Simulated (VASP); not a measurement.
Sn:

```xyz
2
Lattice="-2.9401 2.9401 1.5993 2.9401 -2.9401 1.5993 2.9401 2.9401 -1.5993" Properties=species:S:1:pos:R:3 pbc="T T T"
Sn    0.0000    2.9401    0.7997
Sn    0.0000    0.0000    0.0000
```

* Program: VASP 6.6.1
* Task: relaxation of cell and atoms
* Functional: PBE
* Potentials or basis: VASP PAW PBE potentials, release 64 (Sn_d)
* Cutoff: 600 eV
* k mesh: 14 × 14 × 14
* Occupations: gaussian, width 0.1 eV
* Spin: no spin polarisation

At the start: pressure 1.3 GPa; volume 27.65 Å³/atom.

Problem. Where does the relaxation end?

Solution. Over 17 steps the energy falls by 3.1 meV/atom and the volume is 28.41 Å³/atom (+2.7 %); space group I4_1/amd (No. 141, to 0.1 Å) before and after.

The path:
```csv
step,energy change (eV),largest force (eV/Å),pressure (GPa),volume (Å³)
1,0.0000,0.0000,1.34,55.30
2,-0.0058,0.0000,-0.44,57.18
3,-0.0062,0.0000,0.07,56.76
4,-0.0062,0.0000,-0.10,56.82
5,-0.0062,0.0000,0.06,56.68
6,-0.0062,0.0000,0.03,56.72
7,-0.0062,0.0000,0.07,56.72
8,-0.0062,0.0000,-0.02,56.77
9,-0.0062,0.0000,0.06,56.75
10,-0.0062,0.0000,0.04,56.76
11,-0.0062,0.0000,0.06,56.76
12,-0.0062,0.0000,0.06,56.77
13,-0.0062,0.0000,0.04,56.77
14,-0.0062,0.0000,-0.03,56.82
15,-0.0062,0.0000,0.00,56.82
16,-0.0062,0.0000,0.00,56.82
17,-0.0062,0.0000,0.00,56.82
```

Final structure:
```xyz
2
Lattice="-2.9625 2.9625 1.6184 2.9625 -2.9625 1.6184 2.9625 2.9625 -1.6184" Properties=species:S:1:pos:R:3 pbc="T T T"
Sn    0.0000    2.9625    0.8092
Sn    0.0000    0.0000    0.0000
```
